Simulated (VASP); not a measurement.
# ZrTiSe3 (P6/mmm) in VASP: single point with PBE

Aim: the single point of ZrTiSe3 with PBE.

All numbers are computed with VASP 6.6.1; they aren't measurements. Logs are shortened: lines on timing, memory, paths and dates and some standing lists are left out, and cuts for length are marked.

## (1) The cell of the first run

Symmetry: P6/mmm, No. 191, hexagonal system. The conventional cell has a = 5.038 Å, b = 5.038 Å, c = 5.064 Å, α = 90.00°, β = 90.00°, γ = 120.00°. Zr (site symmetry 6/mmm) has 6 Se at 2.52 Å and 2 Ti at 2.53 Å within 3.3 Å. Within 3.3 Å of Ti (site symmetry 6/mmm) lie 2 Zr at 2.53 Å. Within 3.3 Å of Se (site symmetry mmm) lie 2 Zr at 2.52 Å and 4 Se at 2.52 Å.

## (2) Single point, PBE, collinear spin, ferromagnetic start

File INCAR:

```
  PREC = Accurate
  ENCUT = 520
  EDIFF = 1E-6
  ISMEAR = 0
  SIGMA = 0.1
  LREAL = False
  LASPH = True
  NELM = 150
  ALGO = Normal
  ISIF = 2
  LWAVE = False
  LCHARG = False
  ISPIN = 2
  MAGMOM = 0 1 0 0 0
  LORBIT = 11
  LMAXMIX = 4
  GGA = PE
  NBANDS = 33
```

File KPOINTS:

```
regular mesh
0
Gamma
  6 6 4
```

File POSCAR:

```
ZrTiSe3
1.0
    5.0380891600      0.0000000000      0.0000000000
   -2.5190445800      4.3631132000      0.0000000000
    0.0000000000      0.0000000000      5.0639244200
Zr Ti Se
1 1 3
Direct
    0.0000000000      0.0000000000      0.5000000000
    0.0000000000      0.0000000000      0.0000000000
    0.5000000000      0.0000000000      0.5000000000
    0.0000000000      0.5000000000      0.5000000000
    0.5000000000      0.5000000000      0.5000000000
```

Potentials or basis: VASP PAW PBE potentials, release 64 (Zr_sv, Ti_sv, Se).

On the command line:

```bash
> cat potpaw_PBE.64/Zr_sv/POTCAR potpaw_PBE.64/Ti_sv/POTCAR potpaw_PBE.64/Se/POTCAR > POTCAR
> mpirun -np 1 vasp_std > vasp.out
```

OUTCAR:

```text
PREC = Accurate
   ENCUT = 520
   EDIFF = 1E-6
   ISMEAR = 0
   LREAL = False
   LASPH = True
   NELM = 150
   ISIF = 2
   ISPIN = 2
   LORBIT = 11
   GGA = PE

 ion  position               nearest neighbor table
   1  0.000  0.000  0.500-   3 2.52   3 2.52   5 2.52   4 2.52   4 2.52   5 2.52   2 2.53   2 2.53

   2  0.000  0.000  0.000-   1 2.53   1 2.53
   3  0.500  0.000  0.500-   1 2.52   1 2.52   5 2.52   5 2.52   4 2.52   4 2.52
   4  0.000  0.500  0.500-   5 2.52   5 2.52   1 2.52   1 2.52   3 2.52   3 2.52
   5  0.500  0.500  0.500-   4 2.52   4 2.52   1 2.52   3 2.52   3 2.52   1 2.52

  LATTYP: Found a hexagonal cell.
 ALAT       =     5.0380891600
 C/A-ratio  =     1.0051279879

  Lattice vectors:

 A1 = (   5.0380891600,   0.0000000000,   0.0000000000)
 A2 = (  -2.5190445800,   4.3631132000,   0.0000000000)
 A3 = (   0.0000000000,   0.0000000000,   5.0639244200)

Analysis of symmetry for initial positions (statically):
=====================================================================
 Subroutine PRICEL returns:
 Original cell was already a primitive cell.

 Routine SETGRP: Setting up the symmetry group for a
 hexagonal supercell.

 Subroutine GETGRP returns: Found 24 space group operations
 (whereof 24 operations were pure point group operations)
 out of a pool of 24 trial point group operations.

The static configuration has the point symmetry D_6h.

Analysis of symmetry for dynamics (positions and initial velocities):
=====================================================================
 Subroutine PRICEL returns:
 Original cell was already a primitive cell.

 Routine SETGRP: Setting up the symmetry group for a
 hexagonal supercell.

 Subroutine GETGRP returns: Found 24 space group operations
 (whereof 24 operations were pure point group operations)
 out of a pool of 24 trial point group operations.

The dynamic configuration has the point symmetry D_6h.

Analysis of structural, dynamic, and magnetic symmetry:
=====================================================================
 Subroutine PRICEL returns:
 Original cell was already a primitive cell.

 Routine SETGRP: Setting up the symmetry group for a
 hexagonal supercell.

 Subroutine GETGRP returns: Found 24 space group operations
 (whereof 24 operations were pure point group operations)
 out of a pool of 24 trial point group operations.

The overall configuration has the point symmetry D_6h.

 Subroutine INISYM returns: Found 24 space group operations
 (whereof 24 operations are pure point group operations),
 and found     1 'primitive' translations

----------------------------------------------------------------------------------------

                                     Primitive cell

  volume of cell :     111.3139

  direct lattice vectors                    reciprocal lattice vectors
     5.038089160  0.000000000  0.000000000     0.198487952  0.114597073  0.000000000
    -2.519044580  4.363113200  0.000000000     0.000000000  0.229194145  0.000000000
     0.000000000  0.000000000  5.063924420     0.000000000  0.000000000  0.197475301

  length of vectors
     5.038089160  5.038089161  5.063924420     0.229194145  0.229194145  0.197475301

  position of ions in fractional coordinates (direct lattice)
     0.000000000  0.000000000  0.500000000
     0.000000000  0.000000000  0.000000000
     0.500000000  0.000000000  0.500000000
     0.000000000  0.500000000  0.500000000
     0.500000000  0.500000000  0.500000000

  ion indices of the primitive-cell ions
   primitive index   ion index
                 1           1
                 2           2
                 3           3
                 4           4
                 5           5

----------------------------------------------------------------------------------------

 KPOINTS: regular mesh

Automatic generation of k-mesh.
 Grid dimensions read from file:
 generate k-points for:    6    6    4

 Generating k-lattice:

  Cartesian coordinates                     Fractional coordinates (reciprocal lattice)
     0.033081325  0.019099512  0.000000000     0.166666667  0.000000000  0.000000000
     0.000000000  0.038199024  0.000000000     0.000000000  0.166666667  0.000000000
     0.000000000  0.000000000  0.049368825     0.000000000  0.000000000  0.250000000

  Length of vectors
     0.038199024  0.038199024  0.049368825

  Shift w.r.t. Gamma in fractional coordinates (k-lattice)
     0.000000000  0.000000000  0.000000000

 Subroutine IBZKPT returns following result:
 ===========================================

 Found     21 irreducible k-points:

 Following reciprocal coordinates:
            Coordinates               Weight
  0.000000  0.000000  0.000000      1.000000
  0.166667 -0.000000  0.000000      6.000000
  0.333333  0.000000  0.000000      6.000000
  0.500000 -0.000000  0.000000      3.000000
  0.166667  0.166667  0.000000      6.000000
  0.333333  0.166667  0.000000     12.000000
[... 13 lines left out ...]
  0.333333  0.166667  0.500000     12.000000
  0.333333  0.333333  0.500000      2.000000
   k-points           NKPTS =     21   k-points in BZ     NKDIM =     21   number of bands    NBANDS=     33
   number of dos      NEDOS =    301   number of ions     NIONS =      5
   total plane-waves  NPLWV =  64000
   dimension x,y,z NGX =    40 NGY =   40 NGZ =   40
   dimension x,y,z NGXF=    80 NGYF=   80 NGZF=   80
   ions per type =               1   1   3
   NGX,Y,Z   is equivalent  to a cutoff of  13.20, 13.20, 13.13 a.u.
   NGXF,Y,Z  is equivalent  to a cutoff of  26.40, 26.40, 26.26 a.u.
 SYSTEM =  unknown system
   PREC   = accura    normal or accurate (medium, high low for compatibility)
   ISTART =      0    job   : 0-new  1-cont  2-samecut
   ICHARG =      2    charge: 1-file 2-atom 10-const
   ISPIN  =      2    spin polarized calculation?
   LNONCOLLINEAR =      F non collinear calculations
   LSORBIT =      F    spin-orbit coupling
   LASPH  =      T    aspherical Exc in radial PAW
   ENCUT  =  520.0 eV  38.22 Ry    6.18 a.u.   9.37  9.37  9.42*2*pi/ulx,y,z
   NELM   =    150;   NELMIN=  2; NELMDL= -5     # of ELM steps
   EDIFF  = 0.1E-05   stopping-criterion for ELM
   LREAL  =      F    real-space projection
   EDIFFG = 0.1E-04   stopping-criterion for IOM
   NSW    =      0    number of steps for IOM
   IBRION =     -1    ionic relax: 0-MD 1-quasi-New 2-CG
   NFREE  =      0    steps in history (QN), initial steepest desc. (CG)
   ISIF   =      2    stress and relaxation
   ISYM   =      2    0-nonsym 1-usesym 2-fastsym
   POTIM  = 0.5000    time-step for ionic-motion
   TEBEG  =    0.0;   TEEND  =   0.0 temperature during run
   PSTRESS=    0.0 pullay stress
   NELECT =      42.0000    total number of electrons
   NUPDOWN=      -1.0000    fix difference up-down
   EMIN   =  10.00;   EMAX   =-10.00  energy-range for DOS
   EFERMI =   0.00;   METHOD = LEGACY
   ISMEAR =     0;   SIGMA  =   0.10  broadening in eV -4-tet -1-fermi 0-gaus
   EFERMI_NEDOS =   21; number of points for ismear=-14 and -15
   IALGO  =     38    algorithm
   IMIX   =      4    mixing-type and parameters
     AMIX     =   0.40;   BMIX     =  1.00
     AMIX_MAG =   1.60;   BMIX_MAG =  1.00
  volume/ion in A,a.u.               =      22.26       150.24
  Fermi-wavevector in a.u.,A,eV,Ry     =   1.182973  2.235494 19.040327  1.399425
  Thomas-Fermi vector in A             =   2.319216
   LORBIT       =     11    0 simple, 1 ext, 2 COOP (PROOUT), +10 PAW based schemes
   GGA     = PE    functional components
   LHFCALC =     F    Hartree Fock is set to
   AEXX    =    0.0000 exact exchange contribution
   IVDW    =     0    specifies the selected vdW correction
   LEPSILON=     F    determine dielectric tensor
   LRPA    =     F    only Hartree local field effects (RPA)
 spin polarized calculation
 Gauss-broadening in eV      SIGMA  =   0.10
  energy-cutoff  :      520.00
  volume of cell :      111.31
 maximum number of plane-waves:      3019
 NGX is ok and might be reduce to    40
   NGX = 19   NGY = 19   NGZ = 19

 number of electron      42.0000003 magnetization      -0.0000716

 number of electron      42.0000003 magnetization       0.0000570

 Free energy of the ion-electron system (eV)
  ---------------------------------------------------
  ext. energy  EPLUGINS =         0.00000000
  ---------------------------------------------------
  free energy    TOTEN  =       -21.58344117 eV

  energy without entropy =      -21.54700210  energy(sigma->0) =      -21.56522164

 E-fermi :   6.6299     XC(G=0):  -9.8185

 val. band max:        6.6162449218   @ k =   0.1667  -0.0000   0.2500
 cond. band min:       6.6836595692   @ k =   0.3333   0.1667   0.5000
 fundamental gap:      0.0674146474
 Fermi energy:         6.6298566656

 spin component 1

 k-point     1 :       0.0000    0.0000    0.0000
  band No.  band energies     occupation
      1     -50.8553      1.00000
      2     -41.9160      1.00000
      3     -27.3120      1.00000
      4     -27.3120      1.00000
      5     -27.0021      1.00000
      6     -20.4262      1.00000
[... 745 lines left out ...]
     32      12.3517      0.00000
     33      12.3517      0.00000
 Fermi energy:         6.6298566656

 spin component 2

 k-point     1 :       0.0000    0.0000    0.0000
  band No.  band energies     occupation
      1     -50.8552      1.00000
      2     -41.9161      1.00000
      3     -27.3120      1.00000
      4     -27.3120      1.00000
      5     -27.0021      1.00000
      6     -20.4262      1.00000
[... 745 lines left out ...]
     32      12.3517      0.00000
     33      12.3517      0.00000

------------------------ aborting loop because EDIFF is reached ----------------------------------------

  FORCE on cell =-STRESS in cart. coord.  units (eV):
  Direction    XX          YY          ZZ          XY          YZ          ZX
  --------------------------------------------------------------------------------------
  -------------------------------------------------------------------------------------
  Total       28.6147803     28.6147803      0.2726143      0.0000000     -0.0000000      0.0000000
  in kB      411.8617435    411.8617436      3.9238256      0.0000000     -0.0000000      0.0000000
  external PRESSURE =     275.8824376 kB  Pullay stress =       0.0000000 kB

 VOLUME and BASIS-vectors are now :
 -----------------------------------------------------------------------------
  energy-cutoff  :      520.00
  volume of cell :      111.31
      direct lattice vectors                 reciprocal lattice vectors
     5.038089160  0.000000000  0.000000000     0.198487952  0.114597073  0.000000000
    -2.519044580  4.363113200  0.000000000     0.000000000  0.229194145  0.000000000
     0.000000000  0.000000000  5.063924420     0.000000000  0.000000000  0.197475301

 POSITION                                       TOTAL-FORCE (eV/Angst)
 -----------------------------------------------------------------------------------
      0.00000      0.00000      2.53196        -0.000000      0.000000      0.000000
      0.00000      0.00000      0.00000        -0.000000      0.000000      0.000000
      2.51904      0.00000      2.53196        -0.000000      0.000000      0.000000
     -1.25952      2.18156      2.53196         0.000000      0.000000      0.000000
      1.25952      2.18156      2.53196        -0.000000      0.000000      0.000000
 -----------------------------------------------------------------------------------
    total drift:                                0.000000      0.000000     -0.000000

  FREE ENERGIE OF THE ION-ELECTRON SYSTEM (eV)
  ---------------------------------------------------
  free  energy   TOTEN  =       -21.5834411746 eV

  energy  without entropy=      -21.5470020979  energy(sigma->0) =      -21.56522164

 total charge

# of ion       s       p       d       tot
------------------------------------------
    1        2.194   5.985   2.252  10.431
    2        2.202   5.981   2.081  10.264
    3        1.518   2.347   0.126   3.991
    4        1.518   2.347   0.126   3.991
    5        1.518   2.347   0.126   3.991
--------------------------------------------------
tot          8.949  19.008   4.710  32.667

 magnetization (x)

# of ion       s       p       d       tot
------------------------------------------
    1       -0.000   0.000  -0.000  -0.000
    2        0.000   0.000   0.000   0.000
    3        0.000  -0.000   0.000  -0.000
    4        0.000  -0.000   0.000  -0.000
    5        0.000  -0.000   0.000  -0.000
--------------------------------------------------
tot          0.000  -0.000   0.000   0.000
```

It took 4.7 min on 1 thread of Intel Xeon 6975P-C, shared host; peak memory 0.36 GiB.

Results:

```yaml
Free_energy: -21.5834 eV
Pressure: 27.6 GPa
Band_gap_on_the_k_mesh: zero (filled and empty bands overlap)
Net_moment: 0.00 μB per cell
Valence_electrons_inside_the_program's_atomic_spheres: Zr 10.43; Ti 10.26; Se 3.99
```
